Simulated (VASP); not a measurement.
# InSb (F-43m) in VASP: further runs

Runs on InSb. Level: LDA. Tasks: single point, relaxation of cell and atoms.

Everything below comes from runs of VASP 6.6.1. Logs are shortened: lines on timing, memory, paths and dates and some standing lists are left out, and cuts for length are marked.

### 1 The cell of the first run

The structure is cubic, space group F-43m (No. 216). The conventional cell has a = 6.159 Å, b = 6.159 Å, c = 6.159 Å, α = 90.00°, β = 90.00°, γ = 90.00°. Within 3.5 Å of In (site symmetry -43m) lie 4 Sb at 2.67 Å. Sb (site symmetry -43m) has 4 In at 2.67 Å within 3.5 Å.

### 2 Single point, LDA

INCAR

```
PREC = Accurate
ENCUT = 520
EDIFF = 1E-7
ISMEAR = -1
SIGMA = 0.15
LREAL = False
LASPH = True
NELM = 100
ALGO = Normal
ISIF = 2
LWAVE = False
LCHARG = False
NBANDS = 16
```

KPOINTS

```
regular mesh
0
Gamma
  12 12 12
```

POSCAR

```
InSb
1.0
    0.0000000000      3.0794270551      3.0794270551
    3.0794270551      0.0000000000      3.0794270551
    3.0794270551      3.0794270551      0.0000000000
In Sb
1 1
Direct
    0.0000000000      0.0000000000      0.0000000000
    0.7500000000      0.7500000000      0.7500000000
```

Potentials or basis: VASP PAW LDA potentials, release 64 (In_d, Sb).

Run with:

```sh
> cat potpaw_LDA.64/In_d/POTCAR potpaw_LDA.64/Sb/POTCAR > POTCAR
> mpirun -np 1 vasp_std > vasp.out
```

OUTCAR:

```text
PREC = Accurate
   ENCUT = 520
   EDIFF = 1E-7
   ISMEAR = -1
   LREAL = False
   LASPH = True
   NELM = 100
   ISIF = 2

 ion  position               nearest neighbor table
   1  0.000  0.000  0.000-   2 2.67   2 2.67   2 2.67   2 2.67
   2  0.750  0.750  0.750-   1 2.67   1 2.67   1 2.67   1 2.67

  LATTYP: Found a face centered cubic cell.
 ALAT       =     6.1588541102

  Lattice vectors:

 A1 = (   0.0000000000,   3.0794270551,   3.0794270551)
 A2 = (   3.0794270551,   0.0000000000,   3.0794270551)
 A3 = (   3.0794270551,   3.0794270551,   0.0000000000)

Analysis of symmetry for initial positions (statically):
=====================================================================
 Subroutine PRICEL returns:
 Original cell was already a primitive cell.

 Routine SETGRP: Setting up the symmetry group for a
 face centered cubic supercell.

 Subroutine GETGRP returns: Found 24 space group operations
 (whereof 24 operations were pure point group operations)
 out of a pool of 48 trial point group operations.

The static configuration has the point symmetry T_d .

Analysis of symmetry for dynamics (positions and initial velocities):
=====================================================================
 Subroutine PRICEL returns:
 Original cell was already a primitive cell.

 Routine SETGRP: Setting up the symmetry group for a
 face centered cubic supercell.

 Subroutine GETGRP returns: Found 24 space group operations
 (whereof 24 operations were pure point group operations)
 out of a pool of 48 trial point group operations.

The dynamic configuration has the point symmetry T_d .

 Subroutine INISYM returns: Found 24 space group operations
 (whereof 24 operations are pure point group operations),
 and found     1 'primitive' translations

----------------------------------------------------------------------------------------

                                     Primitive cell

  volume of cell :      58.4036

  direct lattice vectors                    reciprocal lattice vectors
     0.000000000  3.079427055  3.079427055    -0.162367866  0.162367866  0.162367866
     3.079427055  0.000000000  3.079427055     0.162367866 -0.162367866  0.162367866
     3.079427055  3.079427055  0.000000000     0.162367866  0.162367866 -0.162367866

  length of vectors
     4.354967506  4.354967506  4.354967506     0.281229394  0.281229394  0.281229394

  position of ions in fractional coordinates (direct lattice)
     0.000000000  0.000000000  0.000000000
     0.750000000  0.750000000  0.750000000

  ion indices of the primitive-cell ions
   primitive index   ion index
                 1           1
                 2           2

----------------------------------------------------------------------------------------

 KPOINTS: regular mesh

Automatic generation of k-mesh.
 Grid dimensions read from file:
 generate k-points for:   12   12   12

 Generating k-lattice:

  Cartesian coordinates                     Fractional coordinates (reciprocal lattice)
    -0.013530656  0.013530656  0.013530656     0.083333333  0.000000000  0.000000000
     0.013530656 -0.013530656  0.013530656     0.000000000  0.083333333  0.000000000
     0.013530656  0.013530656 -0.013530656     0.000000000  0.000000000  0.083333333

  Length of vectors
     0.023435783  0.023435783  0.023435783

  Shift w.r.t. Gamma in fractional coordinates (k-lattice)
     0.000000000  0.000000000  0.000000000

 Subroutine IBZKPT returns following result:
 ===========================================

 Found     72 irreducible k-points:

 Following reciprocal coordinates:
            Coordinates               Weight
  0.000000  0.000000  0.000000      1.000000
  0.083333  0.000000  0.000000      8.000000
  0.166667  0.000000  0.000000      8.000000
  0.250000  0.000000  0.000000      8.000000
  0.333333  0.000000  0.000000      8.000000
  0.416667  0.000000  0.000000      8.000000
[... 16 lines left out ...]
  0.500000  0.166667  0.000000     24.000000
 -0.416667  0.166667  0.000000     24.000000
 [... further k-points ...]
   k-points           NKPTS =     72   k-points in BZ     NKDIM =     72   number of bands    NBANDS=     16
   number of dos      NEDOS =    301   number of ions     NIONS =      2
   total plane-waves  NPLWV =  32768
   dimension x,y,z NGX =    32 NGY =   32 NGZ =   32
   dimension x,y,z NGXF=    64 NGYF=   64 NGZF=   64
   ions per type =               1   1
   NGX,Y,Z   is equivalent  to a cutoff of  12.22, 12.22, 12.22 a.u.
   NGXF,Y,Z  is equivalent  to a cutoff of  24.43, 24.43, 24.43 a.u.
 SYSTEM =  unknown system
   PREC   = accura    normal or accurate (medium, high low for compatibility)
   ISTART =      0    job   : 0-new  1-cont  2-samecut
   ICHARG =      2    charge: 1-file 2-atom 10-const
   ISPIN  =      1    spin polarized calculation?
   LNONCOLLINEAR =      F non collinear calculations
   LSORBIT =      F    spin-orbit coupling
   LASPH  =      T    aspherical Exc in radial PAW
   ENCUT  =  520.0 eV  38.22 Ry    6.18 a.u.   8.10  8.10  8.10*2*pi/ulx,y,z
   NELM   =    100;   NELMIN=  2; NELMDL= -5     # of ELM steps
   EDIFF  = 0.1E-06   stopping-criterion for ELM
   LREAL  =      F    real-space projection
   EDIFFG = 0.1E-05   stopping-criterion for IOM
   NSW    =      0    number of steps for IOM
   IBRION =     -1    ionic relax: 0-MD 1-quasi-New 2-CG
   NFREE  =      0    steps in history (QN), initial steepest desc. (CG)
   ISIF   =      2    stress and relaxation
   ISYM   =      2    0-nonsym 1-usesym 2-fastsym
   POTIM  = 0.5000    time-step for ionic-motion
   TEBEG  =    0.0;   TEEND  =   0.0 temperature during run
   PSTRESS=    0.0 pullay stress
   NELECT =      18.0000    total number of electrons
   NUPDOWN=      -1.0000    fix difference up-down
   EMIN   =  10.00;   EMAX   =-10.00  energy-range for DOS
   EFERMI =   0.00;   METHOD = LEGACY
   ISMEAR =    -1;   SIGMA  =   0.15  broadening in eV -4-tet -1-fermi 0-gaus
   EFERMI_NEDOS =   21; number of points for ismear=-14 and -15
   IALGO  =     38    algorithm
   IMIX   =      4    mixing-type and parameters
     AMIX     =   0.40;   BMIX     =  1.00
     AMIX_MAG =   1.60;   BMIX_MAG =  1.00
  volume/ion in A,a.u.               =      29.20       197.06
  Fermi-wavevector in a.u.,A,eV,Ry     =   1.105823  2.089703 16.637819  1.222845
  Thomas-Fermi vector in A             =   2.242316
   LORBIT       =      0    0 simple, 1 ext, 2 COOP (PROOUT), +10 PAW based schemes
   GGA     = CA    functional components
   LHFCALC =     F    Hartree Fock is set to
   AEXX    =    0.0000 exact exchange contribution
   IVDW    =     0    specifies the selected vdW correction
   LEPSILON=     F    determine dielectric tensor
   LRPA    =     F    only Hartree local field effects (RPA)
 non-spin polarized calculation
  energy-cutoff  :      520.00
  volume of cell :       58.40
 maximum number of plane-waves:      1592
   NGX = 17   NGY = 17   NGZ = 17

 number of electron      18.0000006 magnetization

 Free energy of the ion-electron system (eV)
  ---------------------------------------------------
  ext. energy  EPLUGINS =         0.00000000
  ---------------------------------------------------
  free energy    TOTEN  =        -7.99572662 eV

  energy without entropy =       -7.99217788  energy(sigma->0) =       -7.99395225

 E-fermi :   6.9966     XC(G=0):  -9.6435

 val. band max:        6.6717043637   @ k =   0.0000   0.0000   0.0000
 cond. band min:       7.2108210245   @ k =   0.0000   0.0000   0.0000
 fundamental gap:      0.5391166608
 Fermi energy:         6.9966181812

 k-point     1 :       0.0000    0.0000    0.0000
  band No.  band energies     occupation
      1      -8.3204      2.00000
      2      -8.3204      2.00000
      3      -8.3204      2.00000
      4      -8.1802      2.00000
      5      -8.1802      2.00000
      6      -5.1872      2.00000
[... 8 lines left out ...]
     15      15.2213      0.00000
     16      15.2213      0.00000

 k-point     2 :       0.0833    0.0000    0.0000
  band No.  band energies     occupation
      1      -8.3270      2.00000
      2      -8.3177      2.00000
      3      -8.3177      2.00000
      4      -8.1805      2.00000
      5      -8.1805      2.00000
      6      -5.1079      2.00000
[... 8 lines left out ...]
     15      14.4945      0.00000
     16      14.4945      0.00000

 k-point     3 :       0.1667    0.0000    0.0000
  band No.  band energies     occupation
      1      -8.3447      2.00000
      2      -8.3108      2.00000
      3      -8.3108      2.00000
      4      -8.1811      2.00000
      5      -8.1811      2.00000
      6      -4.8752      2.00000
[... 8 lines left out ...]
     15      14.0119      0.00000
     16      14.0119      0.00000

 k-point     4 :       0.2500    0.0000    0.0000
  band No.  band energies     occupation
      1      -8.3681      2.00000
      2      -8.3021      2.00000
      3      -8.3021      2.00000
      4      -8.1812      2.00000
      5      -8.1812      2.00000
      6      -4.5069      2.00000
[... 8 lines left out ...]
     15      14.0093      0.00000
     16      14.0093      0.00000
[... 324 lines left out ...]
 k-point    22 :       0.4167    0.1667    0.0000
  band No.  band energies     occupation
      1      -8.4133      2.00000
      2      -8.2828      2.00000
      3      -8.2776      2.00000
      4      -8.1920      2.00000
      5      -8.1747      2.00000
      6      -3.6402      2.00000
[... 8 lines left out ...]
     15      15.8038      0.00000
     16      16.2163      0.00000

 k-point    23 :       0.5000    0.1667    0.0000
  band No.  band energies     occupation
      1      -8.4213      2.00000
      2      -8.2809      2.00000
      3      -8.2754      2.00000
      4      -8.1884      2.00000
      5      -8.1763      2.00000
      6      -3.2547      2.00000
[... 8 lines left out ...]
     15      16.1692      0.00000
     16      16.2613      0.00000

 k-point    24 :      -0.4167    0.1667    0.0000
  band No.  band energies     occupation
      1      -8.4208      2.00000
      2      -8.2809      2.00000
      3      -8.2770      2.00000
      4      -8.1843      2.00000
      5      -8.1797      2.00000
      6      -3.1894      2.00000
[... 8 lines left out ...]
     15      15.1396      0.00000
     16      15.4499      0.00000

 [... further k-points ...]

------------------------ aborting loop because EDIFF is reached ----------------------------------------

  FORCE on cell =-STRESS in cart. coord.  units (eV):
  Direction    XX          YY          ZZ          XY          YZ          ZX
  --------------------------------------------------------------------------------------
  -------------------------------------------------------------------------------------
  Total        3.3496467      3.3496467      3.3496467      0.0000000      0.0000000      0.0000000
  in kB       91.8903327     91.8903327     91.8903327      0.0000000      0.0000000      0.0000000
  external PRESSURE =      91.8903327 kB  Pullay stress =       0.0000000 kB

 VOLUME and BASIS-vectors are now :
 -----------------------------------------------------------------------------
  energy-cutoff  :      520.00
  volume of cell :       58.40
      direct lattice vectors                 reciprocal lattice vectors
     0.000000000  3.079427055  3.079427055    -0.162367866  0.162367866  0.162367866
     3.079427055  0.000000000  3.079427055     0.162367866 -0.162367866  0.162367866
     3.079427055  3.079427055  0.000000000     0.162367866  0.162367866 -0.162367866

 POSITION                                       TOTAL-FORCE (eV/Angst)
 -----------------------------------------------------------------------------------
      0.00000      0.00000      0.00000         0.000000      0.000000      0.000000
      4.61914      4.61914      4.61914        -0.000000     -0.000000     -0.000000
 -----------------------------------------------------------------------------------
    total drift:                                0.000000      0.000000      0.000000

  FREE ENERGIE OF THE ION-ELECTRON SYSTEM (eV)
  ---------------------------------------------------
  free  energy   TOTEN  =        -7.9957266197 eV

  energy  without entropy=       -7.9921778789  energy(sigma->0) =       -7.99395225
```

Run time: 27 s. Hardware: 1 thread of Intel Xeon Platinum 8488C (Sapphire Rapids), shared host; peak memory 0.19 GiB.

What came out:

```
Free energy            : -7.9957 eV
Pressure               : 9.2 GPa
Band gap on the k mesh : 0.54 eV
```

Caveat: the cell stands under pressure; spin-orbit coupling is left out, which moves the levels of the heavy elements. A k mesh can miss the band edges.

### 3 Relaxation of cell and atoms, LDA, target pressure 9 GPa, at which the enthalpy is minimised

This run uses another cell than the first one, of 33.56 Å³/atom.

INCAR

```
PREC = Accurate
ENCUT = 600
EDIFF = 1E-7
ISMEAR = -1
SIGMA = 0.15
LREAL = F
LASPH = T
NELM = 100
ALGO = Normal
ISIF = 3
LWAVE = F
LCHARG = F
IBRION = 2
NSW = 80
EDIFFG = -0.001
PSTRESS = 90.0
```

KPOINTS is that of step 2.

POSCAR

```
InSb
1.0
    0.0000000000      3.2255340562      3.2255340562
    3.2255340562      0.0000000000      3.2255340562
    3.2255340562      3.2255340562      0.0000000000
In Sb
1 1
Direct
    0.0000000000      0.0000000000      0.0000000000
    0.7500000000      0.7500000000      0.7500000000
```

Potentials or basis: VASP PAW LDA potentials, release 64 (In_d, Sb).

Run with:

```sh
> cat potpaw_LDA.64/In_d/POTCAR potpaw_LDA.64/Sb/POTCAR > POTCAR
> mpirun -np 1 vasp_std > vasp.out
```

OUTCAR:

```text
PREC = Accurate
   ENCUT = 600
   EDIFF = 1E-7
   ISMEAR = -1
   LREAL = F
   LASPH = T
   NELM = 100
   ISIF = 3
   IBRION = 2
   NSW = 80
   EDIFFG = -0.001
   PSTRESS = 90.0

 ion  position               nearest neighbor table
   1  0.000  0.000  0.000-   2 2.79   2 2.79   2 2.79   2 2.79
   2  0.750  0.750  0.750-   1 2.79   1 2.79   1 2.79   1 2.79

  LATTYP: Found a face centered cubic cell.
 ALAT       =     6.4510681124

  Lattice vectors:

 A1 = (   0.0000000000,   3.2255340562,   3.2255340562)
 A2 = (   3.2255340562,   0.0000000000,   3.2255340562)
 A3 = (   3.2255340562,   3.2255340562,   0.0000000000)

Analysis of symmetry for initial positions (statically):
=====================================================================
 Subroutine PRICEL returns:
 Original cell was already a primitive cell.

 Routine SETGRP: Setting up the symmetry group for a
 face centered cubic supercell.

 Subroutine GETGRP returns: Found 24 space group operations
 (whereof 24 operations were pure point group operations)
 out of a pool of 48 trial point group operations.

The static configuration has the point symmetry T_d .

Analysis of symmetry for dynamics (positions and initial velocities):
=====================================================================
 Subroutine PRICEL returns:
[... 165 lines left out ...]
  Total        0.0418746      0.0418746      0.0418746     -0.0000000      0.0000000      0.0000000
  in kB        0.9996008      0.9996008      0.9996008     -0.0000000      0.0000000      0.0000000
  external PRESSURE =     -89.0003992 kB  Pullay stress =      90.0000000 kB
[... 25 lines left out ...]
--------------------------------------- Ionic step        2  -------------------------------------------

 number of electron      17.9999999 magnetization

 E-fermi :   8.9093     XC(G=0): -10.2913

 val. band max:        8.6868397681   @ k =   0.0000   0.0000   0.0000
 cond. band min:       9.2421935774   @ k =   0.4167   0.4167   0.0000
 fundamental gap:      0.5553538092
 Fermi energy:         8.9093005926

 k-point     1 :       0.0000    0.0000    0.0000
  band No.  band energies     occupation
      1      -6.9367      2.00000
      2      -6.9367      2.00000
      3      -6.9367      2.00000
      4      -6.7254      2.00000
      5      -6.7254      2.00000
      6      -4.4395      2.00000
      7       8.6868      1.63007
      8       8.6868      1.63007
      9       8.6868      1.63007
     10      10.1003      0.00071
     11      11.4260      0.00000
     12      11.4260      0.00000
     13      11.4260      0.00000
[... 557 lines left out ...]
--------------------------------------- Ionic step        7  -------------------------------------------

 number of electron      17.9999997 magnetization

 Free energy of the ion-electron system (eV)
  ---------------------------------------------------
  ext. energy  EPLUGINS =         0.00000000
  ---------------------------------------------------
  free energy    TOTEN  =        -8.00430172 eV

  energy without entropy =       -8.00073209  energy(sigma->0) =       -8.00251691

 E-fermi :   6.9640     XC(G=0):  -9.6326

 val. band max:        6.6399226363   @ k =   0.0000   0.0000   0.0000
 cond. band min:       7.1637944447   @ k =   0.0000   0.0000   0.0000
 fundamental gap:      0.5238718084
 Fermi energy:         6.9640281509

 k-point     1 :       0.0000    0.0000    0.0000
  band No.  band energies     occupation
      1      -8.3432      2.00000
      2      -8.3432      2.00000
      3      -8.3432      2.00000
      4      -8.2040      2.00000
      5      -8.2040      2.00000
      6      -5.1993      2.00000
      7       6.6399      1.79333
      8       6.6399      1.79333
      9       6.6399      1.79333
     10       7.1638      0.41773
     11       9.4998      0.00000
     12       9.4998      0.00000
     13       9.4998      0.00000
[... 401 lines left out ...]
  energy  without entropy=       -8.0007320897  energy(sigma->0) =       -8.00251691

  enthalpy is  TOTEN    =        -4.7154373242 eV   P V=        3.2888643978

 reached required accuracy - stopping structural energy minimisation
```

OSZICAR:

```text
N       E                     dE             d eps       ncg     rms          rms(c)
DAV:   1     0.117607464330E+03    0.11761E+03   -0.87785E+03  1872   0.153E+03
DAV:   2     0.128910448060E+00   -0.11748E+03   -0.11463E+03  1977   0.330E+02
DAV:   3    -0.813914339336E+01   -0.82681E+01   -0.81949E+01  2472   0.921E+01
DAV:   4    -0.836617693821E+01   -0.22703E+00   -0.22693E+00  2119   0.179E+01
[... 65 lines left out ...]
DAV:   3    -0.800430680294E+01    0.10205E-03   -0.29713E-04  2537   0.388E-01    0.367E-02
DAV:   4    -0.800430446394E+01    0.23390E-05   -0.11133E-05  1925   0.348E-02    0.251E-02
DAV:   5    -0.800430192765E+01    0.25363E-05   -0.21218E-06  2404   0.147E-02    0.102E-02
DAV:   6    -0.800430172124E+01    0.20642E-06   -0.43372E-07  2604   0.699E-03    0.173E-03
DAV:   7    -0.800430172207E+01   -0.83219E-09   -0.34373E-08   951   0.416E-03
   7 F= -.47154373E+01 E0= -.47136525E+01  d E =-.714875E-04
```

Run time: 2.5 min. Hardware: 1 thread of Intel Xeon Platinum 8488C (Sapphire Rapids), shared host; peak memory 0.24 GiB.

Results:

```
Free energy                                                : -8.0043 eV
Relaxed volume                                             : 29.27 Å³/atom
Relaxed cell                                               : a = 4.359 Å, b = 4.359 Å, c = 4.359 Å, α = 60.00°, β = 60.00°, γ = 60.00°
Space group after relaxing (to 0.1 Å)                      : F-43m (No. 216)
Energy change on relaxing (the run minimises the enthalpy) : +107.2 meV/atom
Ionic steps                                                : 7
Pressure after relaxing                                    : 9.0 GPa
Band gap on the k mesh                                     : 0.52 eV
```

The path:
| step | energy change (eV) | largest force (eV/Å) | pressure (GPa) | volume (Å³) |
| --- | --- | --- | --- | --- |
| 1 | 0.0000 | 0.0000 | 0.10 | 67.12 |
| 2 | 1.0360 | 0.0000 | 26.11 | 50.59 |
| 3 | 0.2010 | 0.0000 | 8.64 | 58.79 |
| 4 | 0.2122 | 0.0000 | 8.94 | 58.59 |
| 5 | 0.2214 | 0.0000 | 9.18 | 58.42 |
| 6 | 0.2074 | 0.0000 | 8.83 | 58.67 |
| 7 | 0.2143 | 0.0000 | 9.00 | 58.55 |

Final structure:
```
In Sb
1.0
     0.00000    3.08197    3.08197
     3.08197    0.00000    3.08197
     3.08197    3.08197    0.00000
In Sb
1 1
Direct
  0.00000 0.00000 0.00000
  0.75000 0.75000 0.75000
```

Levels at points of the mesh, in eV from the valence-band top:
```csv
k point,band 5,band 6,band 7,band 8,band 9,band 10,band 11,band 12,band 13
"(0.00, 0.00, 0.00)",-14.84,-11.84,0.00,0.00,0.00,0.52,2.86,2.86,2.86
"(0.50, 0.00, 0.00)",-14.84,-10.05,-6.47,-1.27,-1.27,0.70,3.76,3.76,5.79
"(0.50, 0.50, 0.00)",-14.83,-9.23,-6.69,-2.83,-2.83,0.96,1.12,8.93,8.93
```

Caveat: the cell is relaxed towards a set pressure, so the run minimises the enthalpy, not the energy; spin-orbit coupling is left out, which moves the levels of the heavy elements.

(Part 1 of 2 ends here.)
